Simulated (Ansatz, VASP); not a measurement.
Co3Si4Ni in VASP and in Ansatz

```
Co Si Ni
1.0
     3.13949    1.81259    2.57598
    -3.13949    1.81259    2.57598
     0.00000   -3.62518    2.57598
Co Si Ni
3 4 1
Direct
  0.64376 0.14954 0.85552
  0.85552 0.64376 0.14954
  0.14954 0.85552 0.64376
  0.34456 0.84256 0.15240
  0.65872 0.65872 0.65872
  0.15240 0.34456 0.84256
  0.84256 0.15240 0.34456
  0.35294 0.35294 0.35294
```

Alike in both runs: functional PBE; k mesh 12 × 12 × 12; occupations gaussian, width 0.1 eV; no spin polarisation.

Ansatz relaxed the structure, and its values are those at the end. VASP's run is a single point on that final structure, the one shown.

|  | VASP | Ansatz |
| --- | --- | --- |
| version | VASP 6.6.1 | Ansatz 0.2.0 |
| potentials or method | VASP PAW PBE potentials, release 64 (Co, Si, Ni), cutoff 520 eV | scalar-relativistic, plane waves, PAW |
| valence electrons in the cell | 53 | 85 |

|  | VASP | Ansatz | Ansatz less VASP |
| --- | --- | --- | --- |
| gap on the k mesh at the Fermi level (eV) | none | none | - |
| pressure (GPa) | -0.1 | 0.0 | +0.08 |

A gap of «none» marks a metal or a gap that the smearing closes. With one functional, cell and mesh, what is left measures potentials, basis and numerics. VASP's potentials hold 53 valence electrons a cell and Ansatz's 85, so a difference there can come from the potentials and not from the codes.
